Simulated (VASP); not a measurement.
# TaRu (P4/mmm) in VASP: notebook, part 2 of 2

VASP 6.6.1.

### Step 5. Single point, LDA (equal xx and yy strain of +2 %)

Contents of INCAR:

```
PREC = Accurate
ENCUT = 500
EDIFF = 1E-6
ISMEAR = -1
SIGMA = 0.03
LREAL = False
LASPH = True
NELM = 120
ALGO = Normal
ISIF = 2
LWAVE = False
LCHARG = False
NBANDS = 20
GGA_COMPAT = False
```

Contents of KPOINTS:

```
regular mesh
0
Gamma
  13 13 13
```

Contents of POSCAR:

```
TaRu
1.0
    3.2507400000      0.0000000000      0.0000000000
    0.0000000000      3.2507400000      0.0000000000
    0.0000000000      0.0000000000      3.1870000000
Ta Ru
1 1
Direct
    0.5000000000      0.5000000000      0.5000000000
    0.0000000000      0.0000000000      0.0000000000
```

Potentials or basis: VASP PAW LDA potentials, release 64 (Ta_pv, Ru_pv).

Run with:

```
$ cat potpaw_LDA.64/Ta_pv/POTCAR potpaw_LDA.64/Ru_pv/POTCAR > POTCAR
$ mpirun -np 1 vasp_std > vasp.out
```

OUTCAR:

```text
PREC = Accurate
   ENCUT = 500
   EDIFF = 1E-6
   ISMEAR = -1
   LREAL = False
   LASPH = True
   NELM = 120
   ISIF = 2

 ion  position               nearest neighbor table
   1  0.500  0.500  0.500-   2 2.80   2 2.80   2 2.80   2 2.80   2 2.80   2 2.80   2 2.80   2 2.80

   2  0.000  0.000  0.000-   1 2.80   1 2.80   1 2.80   1 2.80   1 2.80   1 2.80   1 2.80   1 2.80

  LATTYP: Found a simple tetragonal cell.
 ALAT       =     3.2507400000
 C/A-ratio  =     0.9803921569

  Lattice vectors:

 A1 = (   3.2507400000,   0.0000000000,   0.0000000000)
 A2 = (   0.0000000000,   3.2507400000,   0.0000000000)
 A3 = (   0.0000000000,   0.0000000000,   3.1870000000)

Analysis of symmetry for initial positions (statically):
=====================================================================
 Subroutine PRICEL returns:
 Original cell was already a primitive cell.

 Routine SETGRP: Setting up the symmetry group for a
 simple tetragonal supercell.

 Subroutine GETGRP returns: Found 16 space group operations
[... 160 lines left out ...]
  ---------------------------------------------------
  free energy    TOTEN  =       -23.75203414 eV

  energy without entropy =      -23.74162968  energy(sigma->0) =      -23.74683191

 E-fermi :   8.6233     XC(G=0): -13.1344

 val. band max:        8.6162526338   @ k =   0.3846   0.3846   0.4615
 cond. band min:       8.6235704317   @ k =   0.4615   0.3846   0.0000
 fundamental gap:      0.0073177979
 Fermi energy:         8.6233104954

 k-point     1 :       0.0000    0.0000    0.0000
  band No.  band energies     occupation
      1     -34.2268      2.00000
      2     -34.2268      2.00000
      3     -34.2235      2.00000
      4     -26.3110      2.00000
      5     -26.3110      2.00000
      6     -26.2903      2.00000
[... 541 lines left out ...]
     19      17.7981      0.00000
     20      18.7010      0.00000

 [... further k-points ...]

------------------------ aborting loop because EDIFF is reached ----------------------------------------

  FORCE on cell =-STRESS in cart. coord.  units (eV):
  Direction    XX          YY          ZZ          XY          YZ          ZX
  --------------------------------------------------------------------------------------
  -------------------------------------------------------------------------------------
  Total       -4.6588076     -4.6588076     -5.3778823      0.0000000      0.0000000      0.0000000
  in kB     -221.6352434   -221.6352434   -255.8440632      0.0000000      0.0000000      0.0000000
  external PRESSURE =    -233.0381833 kB  Pullay stress =       0.0000000 kB

 VOLUME and BASIS-vectors are now :
 -----------------------------------------------------------------------------
  energy-cutoff  :      500.00
  volume of cell :       33.68
      direct lattice vectors                 reciprocal lattice vectors
     3.250740000  0.000000000  0.000000000     0.307622264  0.000000000  0.000000000
     0.000000000  3.250740000  0.000000000     0.000000000  0.307622264  0.000000000
     0.000000000  0.000000000  3.187000000     0.000000000  0.000000000  0.313774710

 POSITION                                       TOTAL-FORCE (eV/Angst)
 -----------------------------------------------------------------------------------
      1.62537      1.62537      1.59350         0.000000      0.000000      0.000000
      0.00000      0.00000      0.00000         0.000000      0.000000      0.000000
 -----------------------------------------------------------------------------------
    total drift:                                0.000000      0.000000     -0.000000

  FREE ENERGIE OF THE ION-ELECTRON SYSTEM (eV)
  ---------------------------------------------------
  free  energy   TOTEN  =       -23.7520341404 eV

  energy  without entropy=      -23.7416296779  energy(sigma->0) =      -23.74683191
```

OSZICAR:

```text
N       E                     dE             d eps       ncg     rms          rms(c)
DAV:   1     0.221698013995E+03    0.22170E+03   -0.13804E+04  7840   0.123E+03
DAV:   2    -0.195172997974E+02   -0.24122E+03   -0.23607E+03  8648   0.387E+02
DAV:   3    -0.250572155555E+02   -0.55399E+01   -0.54767E+01  9216   0.600E+01
DAV:   4    -0.251008928984E+02   -0.43677E-01   -0.43578E-01  9368   0.534E+00
DAV:   5    -0.251016327184E+02   -0.73982E-03   -0.73931E-03  9588   0.618E-01    0.158E+01
DAV:   6    -0.239840684328E+02    0.11176E+01   -0.15317E+00  8836   0.106E+01    0.616E+00
DAV:   7    -0.237650118747E+02    0.21906E+00   -0.67535E-01  8944   0.601E+00    0.906E-01
DAV:   8    -0.237581077578E+02    0.69041E-02   -0.79863E-02  9020   0.143E+00    0.629E-01
DAV:   9    -0.237523369512E+02    0.57708E-02   -0.80597E-03  9012   0.796E-01    0.174E-01
DAV:  10    -0.237520294041E+02    0.30755E-03   -0.41860E-04  9936   0.169E-01    0.435E-02
DAV:  11    -0.237520334330E+02   -0.40289E-05   -0.89785E-06  9320   0.244E-02    0.157E-02
DAV:  12    -0.237520341404E+02   -0.70744E-06   -0.13897E-06  6204   0.646E-03
   1 F= -.23752034E+02 E0= -.23746832E+02  d E =-.104045E-01
```

stdout:

```text
POSCAR found type information on POSCAR TaRu
 POSCAR found :  2 types and       2 ions
 scaLAPACK will be used
 LDA part: xc-table for (Slater(with rela. corr.)+CA(PZ))
 , standard interpolation
 POSCAR, INCAR and KPOINTS ok, starting setup
 FFT: planning ... GRIDC
 FFT: planning ... GRID_SOFT
 FFT: planning ... GRID
 WAVECAR not read
 entering main loop
```

It took 24 s on 1 thread of Intel Xeon 6975P-C (Granite Rapids), shared host; peak memory 0.23 GiB.

Results:

```
Free energy            : -23.7520 eV
Pressure               : -23.3 GPa
Band gap on the k mesh : zero (an odd number of electrons rules out a gap without spin polarisation)
```

Stress tensor (GPa, compression positive):
```
-22.16   0.00   0.00
  0.00 -22.16   0.00
  0.00   0.00 -25.58
```

Caveat: the cell differs from its parent crystal (equal xx and yy strain of +2 %); the cell stands under tension; spin-orbit coupling is left out, which moves the levels of the heavy elements.

### Step 6. Summary

| cell | gap on the mesh (eV) | pressure (GPa) |
| --- | --- | --- |
| a = 3.123, b = 3.123, c = 3.187 Å, 2 atoms | none | -5.8 |
| a = 3.155, b = 3.155, c = 3.187 Å, 2 atoms | none | -11.0 |
| a = 3.219, b = 3.219, c = 3.187 Å, 2 atoms | none | -19.6 |
| a = 3.251, b = 3.251, c = 3.187 Å, 2 atoms | none | -23.3 |

Alike in all rows: task single point; level LDA; potentials or basis VASP PAW LDA potentials, release 64 (Ta_pv, Ru_pv); no spin polarisation; k mesh 13 × 13 × 13; cutoff (eV) 500; smearing fermi-dirac 0.03 eV.

Caveats: the cell stands under tension; spin-orbit coupling is left out, which moves the levels of the heavy elements.

Absolute energies hang on the potentials; compare differences alone.
